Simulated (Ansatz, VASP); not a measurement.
**ZnSe5 in VASP and in Ansatz**

```xyz
6
Lattice="7.2682 0.0000 0.0000 -3.6341 6.2945 0.0000 0.0000 0.0000 3.5275" Properties=species:S:1:pos:R:3 pbc="T T T"
Zn    0.0000    0.0000    0.0000
Se    3.6341    0.0000    1.7637
Se    1.8171    3.1472    1.7637
Se   -1.8171    3.1472    1.7637
Se    0.0000    4.1963    0.0000
Se    3.6341    2.0982    0.0000
```

Change from the starting cell: species swapped into the SmZn5 type (P6/mmm, No. 191).

Alike in both runs: task relaxation of cell and atoms; functional PBE; k mesh 3 × 3 × 6; occupations gaussian, width 0.1 eV; no spin polarisation.

|  | VASP | Ansatz |
| --- | --- | --- |
| version | VASP 6.6.1 | Ansatz 0.2.0 |
| potentials or method | VASP PAW PBE potentials, release 64 (Zn, Se), cutoff 600 eV | scalar-relativistic, plane waves, PAW |
| valence electrons in the cell | 42 | 92 |

VASP gave:

* gap on the k mesh at the Fermi level, each at its own relaxed structure (eV): none
* relaxed volume (Å³/atom): 26.69
* relaxed cell length with the largest relative difference (Å): 3.515

Task: What did Ansatz give for the same quantities?

Result: gap on the k mesh at the Fermi level, each at its own relaxed structure (eV): none; relaxed volume (Å³/atom): 26.68; relaxed cell length with the largest relative difference (Å): 3.510.

A gap of «none» marks a metal or a gap that the smearing closes. VASP's potentials hold 42 valence electrons a cell and Ansatz's 92, so a difference there can come from the potentials and not from the codes.
